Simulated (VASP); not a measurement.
# MgGa3As3 (Pmmm) in VASP: a series of runs

Runs on MgGa3As3. Level: PBE. Tasks: single point, relaxation of cell and atoms.

Everything below comes from runs of VASP 6.6.1. Logs are shortened: lines on timing, memory, paths and dates and some standing lists are left out, and cuts for length are marked.

### 1 The cell of the first run

Symmetry: Pmmm, No. 47, orthorhombic system. Conventional cell: a = 3.502 Å, b = 3.953 Å, c = 9.133 Å, α = 90.00°, β = 90.00°, γ = 90.00°. Within 3.6 Å of Mg (site symmetry mmm) lie 4 Ga at 2.56 Å and 6 As at 2.64 to 2.94 Å and 2 Mg at 3.50 Å. Within 3.1 Å of Ga (site symmetry mm2) lie 4 As at 2.37 to 2.39 Å and 2 Mg at 2.56 Å. Ga (site symmetry mmm) has 4 As at 2.39 Å within 3.2 Å. Within 3.1 Å of As (site symmetry mm2) lie 4 Ga at 2.37 to 2.39 Å and 1 Mg at 2.94 Å. Within 3.2 Å of As (site symmetry mmm) lie 4 Ga at 2.39 Å and 4 Mg at 2.64 Å.

The cell was built from a structure type or drawn by symmetry, and may not be a known phase.

### 2 Single point, PBE

Input file INCAR:

```
PREC = Accurate
ENCUT = 520
EDIFF = 1E-6
ISMEAR = 0
SIGMA = 0.1
LREAL = False
LASPH = True
NELM = 80
ALGO = Fast
ISIF = 2
LWAVE = False
LCHARG = False
GGA = PE
NBANDS = 37
```

Input file KPOINTS:

```
regular mesh
0
Gamma
  6 4 2
```

Input file POSCAR:

```
MgGa3As3
1.0
    3.5017106700      0.0000000000      0.0000000000
    0.0000000000      3.9526212700      0.0000000000
    0.0000000000      0.0000000000      9.1325903200
Mg Ga As
1 3 3
Direct
    0.5000000000      0.0000000000      0.0000000000
    0.5000000000      0.5000000000      0.1780484600
    0.5000000000      0.5000000000      0.8219515400
    0.0000000000      0.0000000000      0.5000000000
    0.5000000000      0.0000000000      0.3219515400
    0.0000000000      0.5000000000      0.0000000000
    0.5000000000      0.0000000000      0.6780484600
```

Potentials or basis: VASP PAW PBE potentials, release 64 (Mg, Ga_d, As).

Launch:

```console
$ cat potpaw_PBE.64/Mg/POTCAR potpaw_PBE.64/Ga_d/POTCAR potpaw_PBE.64/As/POTCAR > POTCAR
$ mpirun -np 1 vasp_std > vasp.out
```

OUTCAR:

```text
PREC = Accurate
   ENCUT = 520
   EDIFF = 1E-6
   ISMEAR = 0
   LREAL = False
   LASPH = True
   NELM = 80
   ISIF = 2
   GGA = PE

 ion  position               nearest neighbor table
   1  0.500  0.000  0.000-   2 2.56   3 2.56   2 2.56   3 2.56   6 2.64   6 2.64   6 2.64   6 2.64
                             7 2.94   5 2.94
   2  0.500  0.500  0.178-   5 2.37   5 2.37   6 2.39   6 2.39   1 2.56   1 2.56
   3  0.500  0.500  0.822-   7 2.37   7 2.37   6 2.39   6 2.39   1 2.56   1 2.56
   4  0.000  0.000  0.500-   5 2.39   7 2.39   5 2.39   7 2.39
   5  0.500  0.000  0.322-   2 2.37   2 2.37   4 2.39   4 2.39   1 2.94
   6  0.000  0.500  0.000-   2 2.39   3 2.39   2 2.39   3 2.39   1 2.64   1 2.64   1 2.64   1 2.64

   7  0.500  0.000  0.678-   3 2.37   3 2.37   4 2.39   4 2.39   1 2.94

  LATTYP: Found a simple orthorhombic cell.
 ALAT       =     3.5017106700
 B/A-ratio  =     1.1287686627
 C/A-ratio  =     2.6080368085

  Lattice vectors:

 A1 = (   3.5017106700,   0.0000000000,   0.0000000000)
 A2 = (   0.0000000000,   3.9526212700,   0.0000000000)
 A3 = (   0.0000000000,   0.0000000000,   9.1325903200)

Analysis of symmetry for initial positions (statically):
=====================================================================
 Subroutine PRICEL returns:
 Original cell was already a primitive cell.

 Routine SETGRP: Setting up the symmetry group for a
 simple orthorhombic supercell.

 Subroutine GETGRP returns: Found  8 space group operations
 (whereof  8 operations were pure point group operations)
 out of a pool of  8 trial point group operations.

The static configuration has the point symmetry D_2h.

Analysis of symmetry for dynamics (positions and initial velocities):
=====================================================================
 Subroutine PRICEL returns:
 Original cell was already a primitive cell.

 Routine SETGRP: Setting up the symmetry group for a
 simple orthorhombic supercell.

 Subroutine GETGRP returns: Found  8 space group operations
 (whereof  8 operations were pure point group operations)
 out of a pool of  8 trial point group operations.

The dynamic configuration has the point symmetry D_2h.

 Subroutine INISYM returns: Found  8 space group operations
 (whereof  8 operations are pure point group operations),
 and found     1 'primitive' translations

----------------------------------------------------------------------------------------

                                     Primitive cell

  volume of cell :     126.4036

  direct lattice vectors                    reciprocal lattice vectors
     3.501710670  0.000000000  0.000000000     0.285574707  0.000000000  0.000000000
     0.000000000  3.952621270  0.000000000     0.000000000  0.252996665  0.000000000
     0.000000000  0.000000000  9.132590320     0.000000000  0.000000000  0.109497959

  length of vectors
     3.501710670  3.952621270  9.132590320     0.285574707  0.252996665  0.109497959

  position of ions in fractional coordinates (direct lattice)
     0.500000000  0.000000000  0.000000000
     0.500000000  0.500000000  0.178048460
     0.500000000  0.500000000  0.821951540
     0.000000000  0.000000000  0.500000000
     0.500000000  0.000000000  0.321951540
     0.000000000  0.500000000  0.000000000
     0.500000000  0.000000000  0.678048460

  ion indices of the primitive-cell ions
   primitive index   ion index
                 1           1
                 2           2
                 3           3
                 4           4
                 5           5
                 6           6
                 7           7

----------------------------------------------------------------------------------------

 KPOINTS: regular mesh

Automatic generation of k-mesh.
 Grid dimensions read from file:
 generate k-points for:    6    4    2

 Generating k-lattice:

  Cartesian coordinates                     Fractional coordinates (reciprocal lattice)
     0.047595785  0.000000000  0.000000000     0.166666667  0.000000000  0.000000000
     0.000000000  0.063249166  0.000000000     0.000000000  0.250000000  0.000000000
     0.000000000  0.000000000  0.054748979     0.000000000  0.000000000  0.500000000

  Length of vectors
     0.047595785  0.063249166  0.054748979

  Shift w.r.t. Gamma in fractional coordinates (k-lattice)
     0.000000000  0.000000000  0.000000000

 Subroutine IBZKPT returns following result:
 ===========================================

 Found     24 irreducible k-points:

 Following reciprocal coordinates:
            Coordinates               Weight
  0.000000  0.000000  0.000000      1.000000
  0.166667  0.000000  0.000000      2.000000
  0.333333  0.000000  0.000000      2.000000
  0.500000  0.000000  0.000000      1.000000
  0.000000  0.250000  0.000000      2.000000
  0.166667  0.250000  0.000000      4.000000
[... 16 lines left out ...]
  0.333333  0.500000  0.500000      2.000000
  0.500000  0.500000  0.500000      1.000000
   k-points           NKPTS =     24   k-points in BZ     NKDIM =     24   number of bands    NBANDS=     37
   number of dos      NEDOS =    301   number of ions     NIONS =      7
   total plane-waves  NPLWV =  58800
   dimension x,y,z NGX =    28 NGY =   30 NGZ =   70
   dimension x,y,z NGXF=    56 NGYF=   60 NGZF=  140
   ions per type =               1   3   3
   NGX,Y,Z   is equivalent  to a cutoff of  13.29, 12.62, 12.74 a.u.
   NGXF,Y,Z  is equivalent  to a cutoff of  26.59, 25.24, 25.49 a.u.
 SYSTEM =  unknown system
   PREC   = accura    normal or accurate (medium, high low for compatibility)
   ISTART =      0    job   : 0-new  1-cont  2-samecut
   ICHARG =      2    charge: 1-file 2-atom 10-const
   ISPIN  =      1    spin polarized calculation?
   LNONCOLLINEAR =      F non collinear calculations
   LSORBIT =      F    spin-orbit coupling
   LASPH  =      T    aspherical Exc in radial PAW
   ENCUT  =  520.0 eV  38.22 Ry    6.18 a.u.   6.51  7.35 16.98*2*pi/ulx,y,z
   NELM   =     80;   NELMIN=  2; NELMDL= -5     # of ELM steps
   EDIFF  = 0.1E-05   stopping-criterion for ELM
   LREAL  =      F    real-space projection
   EDIFFG = 0.1E-04   stopping-criterion for IOM
   NSW    =      0    number of steps for IOM
   IBRION =     -1    ionic relax: 0-MD 1-quasi-New 2-CG
   NFREE  =      0    steps in history (QN), initial steepest desc. (CG)
   ISIF   =      2    stress and relaxation
   ISYM   =      2    0-nonsym 1-usesym 2-fastsym
   POTIM  = 0.5000    time-step for ionic-motion
   TEBEG  =    0.0;   TEEND  =   0.0 temperature during run
   PSTRESS=    0.0 pullay stress
   NELECT =      56.0000    total number of electrons
   NUPDOWN=      -1.0000    fix difference up-down
   EMIN   =  10.00;   EMAX   =-10.00  energy-range for DOS
   EFERMI =   0.00;   METHOD = LEGACY
   ISMEAR =     0;   SIGMA  =   0.10  broadening in eV -4-tet -1-fermi 0-gaus
   EFERMI_NEDOS =   21; number of points for ismear=-14 and -15
   IALGO  =     68    algorithm
   IMIX   =      4    mixing-type and parameters
     AMIX     =   0.40;   BMIX     =  1.00
     AMIX_MAG =   1.60;   BMIX_MAG =  1.00
  volume/ion in A,a.u.               =      18.06       121.86
  Fermi-wavevector in a.u.,A,eV,Ry     =   1.248009  2.358395 21.191432  1.557526
  Thomas-Fermi vector in A             =   2.382115
   LORBIT       =      0    0 simple, 1 ext, 2 COOP (PROOUT), +10 PAW based schemes
   GGA     = PE    functional components
   LHFCALC =     F    Hartree Fock is set to
   AEXX    =    0.0000 exact exchange contribution
   IVDW    =     0    specifies the selected vdW correction
   LEPSILON=     F    determine dielectric tensor
   LRPA    =     F    only Hartree local field effects (RPA)
 non-spin polarized calculation
 RMM-DIIS sequential band-by-band and
 Gauss-broadening in eV      SIGMA  =   0.10
  energy-cutoff  :      520.00
  volume of cell :      126.40
 maximum number of plane-waves:      3435
 NGX is ok and might be reduce to    28
   NGX = 13   NGY = 15   NGZ = 33

 number of electron      55.9999954 magnetization

 Free energy of the ion-electron system (eV)
  ---------------------------------------------------
  ext. energy  EPLUGINS =         0.00000000
  ---------------------------------------------------
  free energy    TOTEN  =       -21.69195326 eV

  energy without entropy =      -21.67783045  energy(sigma->0) =      -21.68489186

 E-fermi :   6.4401     XC(G=0): -10.4793

 val. band max:        6.4248605545   @ k =   0.5000   0.5000   0.5000
 cond. band min:       6.4535858179   @ k =   0.3333   0.2500   0.0000
 fundamental gap:      0.0287252634
 Fermi energy:         6.4400911728

 k-point     1 :       0.0000    0.0000    0.0000
  band No.  band energies     occupation
      1      -9.6530      2.00000
      2      -9.5674      2.00000
      3      -9.5361      2.00000
      4      -9.5273      2.00000
      5      -9.5211      2.00000
      6      -9.4893      2.00000
[... 29 lines left out ...]
     36      10.6707      0.00000
     37      11.0638      0.00000

 k-point     2 :       0.1667    0.0000    0.0000
  band No.  band energies     occupation
      1      -9.6763      2.00000
      2      -9.5612      2.00000
      3      -9.5544      2.00000
      4      -9.5247      2.00000
      5      -9.5141      2.00000
      6      -9.4881      2.00000
[... 29 lines left out ...]
     36      10.9733      0.00000
     37      12.0992      0.00000

 k-point     3 :       0.3333    0.0000    0.0000
  band No.  band energies     occupation
      1      -9.7329      2.00000
      2      -9.5551      2.00000
      3      -9.5480      2.00000
      4      -9.5196      2.00000
      5      -9.4965      2.00000
      6      -9.4861      2.00000
[... 29 lines left out ...]
     36      10.8648      0.00000
     37      11.9735      0.00000

 k-point     4 :       0.5000    0.0000    0.0000
  band No.  band energies     occupation
      1      -9.7579      2.00000
      2      -9.5562      2.00000
      3      -9.5426      2.00000
      4      -9.5169      2.00000
      5      -9.5021      2.00000
      6      -9.4856      2.00000
[... 29 lines left out ...]
     36      11.0180      0.00000
     37      11.4268      0.00000
[... 683 lines left out ...]
      1      -9.6430      2.00000
      2      -9.6100      2.00000
      3      -9.5919      2.00000
      4      -9.5075      2.00000
      5      -9.4781      2.00000
      6      -9.4724      2.00000
[... 29 lines left out ...]
     36      11.1560      0.00000
     37      12.4778      0.00000

 k-point    23 :       0.3333    0.5000    0.5000
  band No.  band energies     occupation
      1      -9.7113      2.00000
      2      -9.6182      2.00000
      3      -9.5632      2.00000
      4      -9.4995      2.00000
      5      -9.4876      2.00000
      6      -9.4309      2.00000
[... 29 lines left out ...]
     36      12.8618      0.00000
     37      12.8670      0.00000

 k-point    24 :       0.5000    0.5000    0.5000
  band No.  band energies     occupation
      1      -9.7385      2.00000
      2      -9.6245      2.00000
      3      -9.5518      2.00000
      4      -9.4987      2.00000
      5      -9.4963      2.00000
      6      -9.4224      2.00000
[... 29 lines left out ...]
     36      11.7165      0.00000
     37      11.7738      0.00000

------------------------ aborting loop because EDIFF is reached ----------------------------------------

  FORCE on cell =-STRESS in cart. coord.  units (eV):
  Direction    XX          YY          ZZ          XY          YZ          ZX
  --------------------------------------------------------------------------------------
  -------------------------------------------------------------------------------------
  Total       20.6739615     16.9804461     22.8188225      0.0000000      0.0000000      0.0000000
  in kB      262.0443778    215.2287281    289.2306896      0.0000000      0.0000000      0.0000000
  external PRESSURE =     255.5012652 kB  Pullay stress =       0.0000000 kB

 VOLUME and BASIS-vectors are now :
 -----------------------------------------------------------------------------
  energy-cutoff  :      520.00
  volume of cell :      126.40
      direct lattice vectors                 reciprocal lattice vectors
     3.501710670  0.000000000  0.000000000     0.285574707  0.000000000  0.000000000
     0.000000000  3.952621270  0.000000000     0.000000000  0.252996665  0.000000000
     0.000000000  0.000000000  9.132590320     0.000000000  0.000000000  0.109497959

 POSITION                                       TOTAL-FORCE (eV/Angst)
 -----------------------------------------------------------------------------------
      1.75086      0.00000      0.00000        -0.000000      0.000000      0.000000
      1.75086      1.97631      1.62604        -0.000000      0.000000      2.576766
      1.75086      1.97631      7.50655        -0.000000      0.000000     -2.576766
      0.00000      0.00000      4.56630        -0.000000      0.000000      0.000000
      1.75086      0.00000      2.94025        -0.000000     -0.000000     -0.129549
      0.00000      1.97631      0.00000        -0.000000      0.000000      0.000000
      1.75086      0.00000      6.19234         0.000000     -0.000000      0.129549
 -----------------------------------------------------------------------------------
    total drift:                                0.000000      0.000000      0.000000

  FREE ENERGIE OF THE ION-ELECTRON SYSTEM (eV)
  ---------------------------------------------------
  free  energy   TOTEN  =       -21.6919532597 eV

  energy  without entropy=      -21.6778304518  energy(sigma->0) =      -21.68489186
```

Run time: 63 s. Hardware: 1 thread of Intel Xeon 6975P-C (Granite Rapids), shared host; peak memory 0.29 GiB.

What came out:

| Quantity | Value |
| --- | --- |
| Free energy | -21.6920 eV |
| Pressure | 25.6 GPa |
| Largest force | 2.577 eV/Å |
| Band gap on the k mesh | zero (bands 28 and 29 overlap by 1.59 eV) |

Forces on the atoms (eV/Å):
```
Mg   0.000  0.000  0.000
Ga   0.000  0.000  2.577
Ga   0.000  0.000 -2.577
Ga   0.000  0.000  0.000
As   0.000  0.000 -0.130
As   0.000  0.000  0.000
As   0.000  0.000  0.130
```

Caveat: the k points lie up to 0.40 Å⁻¹ apart, too coarse for converged energies and pressures of a metal; forces of over 1 eV/Å act on the atoms, so gaps and moduli don't describe the material at rest.

[end of part 1 of 2]
